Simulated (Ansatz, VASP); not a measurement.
## Sn in VASP and in Ansatz

The input INCAR:

```
SYSTEM = Sn
PREC = Accurate
ENCUT = 520
EDIFF = 1E-6
ISMEAR = 0
SIGMA = 0.012
LREAL = .FALSE.
LASPH = .TRUE.
NELM = 80
ALGO = Normal
ISIF = 2
LWAVE = .FALSE.
LCHARG = .FALSE.
GGA = PE
NBANDS = 21
```

KPOINTS

```
Automatic mesh
0
G
  7 7 7
  0 0 0
```

File POSCAR:

```
Sn
1.0
    0.0000000000      3.2333428000      3.2333428000
    3.2333428000      0.0000000000      3.2333428000
    3.2333428000      3.2333428000      0.0000000000
Sn
2
Direct
    0.7500000000      0.7500000000      0.7500000000
    0.5000000000      0.5000000000      0.5000000000
```

The input input.yaml:

```yaml
crystal:
  lattice:
    - [0.0, 3.2333428, 3.2333428]
    - [3.2333428, 0.0, 3.2333428]
    - [3.2333428, 3.2333428, 0.0]
  atoms:
    - { symbol: Sn, position: [0.75, 0.75, 0.75] }
    - { symbol: Sn, position: [0.5, 0.5, 0.5] }
kpoints:
  mp_grid: { grid: [7, 7, 7] }
scf:
  occupations: { method: gaussian, width: 0.012 }
hamiltonian:
  xc: pbe
  pseudopotentials: { kind: all_electron, lapw: { basis_error: 0.001 } }
output:
  forces: true
  stress: true
  eigenvalues: true
```

Alike in both runs: task single point; functional PBE; k mesh 7 × 7 × 7; occupations gaussian, width 0.012 eV; no spin polarisation.

|  | VASP | Ansatz |
| --- | --- | --- |
| version | VASP 6.6.1 | Ansatz 0.2.0 |
| potentials or method | VASP PAW PBE potentials, release 64 (Sn_d), cutoff 520 eV | all-electron LAPW, scalar-relativistic |

|  | VASP | Ansatz | Ansatz less VASP |
| --- | --- | --- | --- |
| gap on the k mesh at the Fermi level (eV) | none | none | - |
| pressure (GPa) | 3.8 | 3.8 | +0.05 |

A gap of «none» marks a metal or a gap that the smearing closes. Ansatz ran all-electron here, and VASP with PAW potentials.
